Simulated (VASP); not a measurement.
Input of a VASP 6.6.1 run:

File INCAR:

```
  ALGO = Normal
  EDIFF = 1E-7
  ENCUT = 520
  GGA = PE
  ISIF = 2
  ISMEAR = 0
  ISPIN = 2
  LASPH = T
  LCHARG = F
  LMAXMIX = 4
  LORBIT = 11
  LREAL = F
  LWAVE = F
  MAGMOM = 0.05 1.33 -0.05 -0.05 -0.05 -0.05
  NBANDS = 36
  NELM = 150
  PREC = Accurate
  SIGMA = 0.1
```

File KPOINTS:

```
k-points
0
Gamma
  4 4 4
```

POSCAR

```
HfNbSe4
1.0
    4.5955620900      0.0000000000      0.0000000000
    0.0000000000      4.5955620900      0.0000000000
    0.0000000000      0.0000000000      6.6335812900
Hf Nb Se
1 1 4
Direct
    0.0000000000      0.0000000000      0.5000000000
    0.5000000000      0.5000000000      0.0000000000
    0.5000000000      0.0000000000      0.2657380100
    0.5000000000      0.0000000000      0.7342619900
    0.0000000000      0.5000000000      0.7342619900
    0.0000000000      0.5000000000      0.2657380100
```

Potentials or basis: VASP PAW PBE potentials, release 64 (Hf_pv, Nb_sv, Se).

Run with:

```sh
$ cat potpaw_PBE.64/Hf_pv/POTCAR potpaw_PBE.64/Nb_sv/POTCAR potpaw_PBE.64/Se/POTCAR > POTCAR
$ mpirun -np 1 vasp_std > vasp.out
```

**Question.** Predict the site moments.

**Answer.** Hf +0.06; Nb +1.20; Se -0.04 μB.

**Question.** What does it give for the largest force?

**Answer.** 1.284 eV/Å.

Forces on the atoms (eV/Å):
```
Hf   0.000  0.000  0.000
Nb   0.000  0.000  0.000
Se   0.000  0.000 -1.284
Se   0.000  0.000  1.284
Se   0.000  0.000  1.284
Se   0.000  0.000 -1.284
```

Caveat: forces of over 1 eV/Å act on the atoms, so gaps and moduli don't describe the material at rest.
